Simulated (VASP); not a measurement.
TiSi, 8 atoms in the cell. It takes space group Pnma (No. 62, orthorhombic). Conventional cell: a = 6.452 Å, b = 3.622 Å, c = 4.964 Å, α = 90.00°, β = 90.00°, γ = 90.00°. Within 3.7 Å of Ti (site symmetry m) lie 7 Si at 2.54 to 2.74 Å and 10 Ti at 3.18 to 3.62 Å. Within 3.2 Å of Si (site symmetry m) lie 2 Si at 2.39 Å and 7 Ti at 2.54 to 2.74 Å. 

- Program: VASP 6.6.1
- Task: single point
- Functional: PBEsol
- Potentials or basis: VASP PAW PBE potentials, release 64 (Ti_sv, Si)
- Cutoff: 520 eV
- k mesh: 6 × 10 × 8
- Occupations: gaussian, width 0.1 eV
- Spin: no spin polarisation
- Dipole correction: no
- Further INCAR settings: ALGO = Normal; EDIFF = 1e-06; NBANDS = 42

Potentials or basis: VASP PAW PBE potentials, release 64 (Ti_sv, Si).

Command:

```console
$ cat potpaw_PBE.64/Ti_sv/POTCAR potpaw_PBE.64/Si/POTCAR > POTCAR
$ mpirun -np 1 vasp_std > vasp.out
```

Hardware: 1 thread of AMD EPYC 7571, on a shared host.

**Question.** Estimate the wall time of this run.

**Answer.** Wall time 26 min on 1 thread of AMD EPYC 7571, with other jobs on the host, peak memory 0.49 GiB. Counts: scf iterations 14, k points 120.
